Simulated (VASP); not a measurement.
Set up this calculation in VASP 6.6.1, as the native input.

- Task: relaxation of cell and atoms
- Functional: r2SCAN
- Potentials or basis: VASP PAW PBE potentials, release 64 (Si, C)
- Cutoff: 600 eV
- k mesh: 10 × 10 × 3
- Occupations: fermi-dirac, width 0.05 eV
- Spin: no spin polarisation
- Dipole correction: no
- Further INCAR settings: ALGO = Normal; EDIFF = 1e-06; IBRION = 2; EDIFFG = -0.01; NSW = 60; ISIF = 3

SiC:

```
Si C
1.0
     3.07569    0.00000    0.00000
    -1.53785    2.66363    0.00000
     0.00000    0.00000   10.07065
Si C
4 4
Direct
  0.00000 0.00000 0.18789
  0.00000 0.00000 0.68789
  0.33333 0.66667 0.43784
  0.66667 0.33333 0.93784
  0.00000 0.00000 0.00046
  0.00000 0.00000 0.50046
  0.33333 0.66667 0.24980
  0.66667 0.33333 0.74980
```

These files were run (other wordings do the same):

POSCAR

```
SiC
1.0
    3.0756941497      0.0000000000      0.0000000000
   -1.5378470748      2.6636292679      0.0000000000
    0.0000000000      0.0000000000     10.0706464800
Si C
4 4
Direct
    0.0000000000      0.0000000000      0.1878943800
    0.0000000000      0.0000000000      0.6878943800
    0.3333333333      0.6666666667      0.4378419800
    0.6666666667      0.3333333333      0.9378419800
    0.0000000000      0.0000000000      0.0004600500
    0.0000000000      0.0000000000      0.5004600500
    0.3333333333      0.6666666667      0.2498025900
    0.6666666667      0.3333333333      0.7498025900
```

INCAR.step1

```
SYSTEM = SiC
PREC = Accurate
ENCUT = 600
ISMEAR = -1
SIGMA = 0.05
LREAL = .False.
LASPH = .True.
NELM = 100
GGA = PE
ALGO = Normal
EDIFF = 1E-4
LWAVE = .True.
LCHARG = .False.
```

INCAR.step2

```
SYSTEM = SiC
PREC = Accurate
ENCUT = 600
EDIFF = 1E-6
ISMEAR = -1
SIGMA = 0.05
LREAL = .False.
LASPH = .True.
NELM = 100
ALGO = Normal
ISIF = 3
LWAVE = .False.
LCHARG = .False.
METAGGA = R2SCAN
LMIXTAU = .True.
IBRION = 2
NSW = 60
EDIFFG = -0.01
ISTART = 1
```

KPOINTS

```
regular mesh
0
Gamma
  10 10 3
  0 0 0
```

Potentials or basis: VASP PAW PBE potentials, release 64 (Si, C).

The run is started by

```bash
$ cat potpaw_PBE.64/Si/POTCAR potpaw_PBE.64/C/POTCAR > POTCAR
$ cp INCAR.step1 INCAR
$ mpirun -np 1 vasp_std > vasp.out
$ cp INCAR.step2 INCAR
$ mpirun -np 1 vasp_std > vasp.out
```

Results of the run:

```json
{
  "Pressure after relaxing": "0.1 GPa",
  "Band gap on the k mesh": "2.61 eV, indirect (least direct gap 3.79 eV)"
}
```

Caveat: the relaxation stopped at its first step, so nothing moved; the PAW data sets were made with another functional, which shifts forces and pressure a little.

It took 5.9 min on 1 thread of Oxide Virtual Turin-like Processor (shared host), peak memory 0.23 GiB.
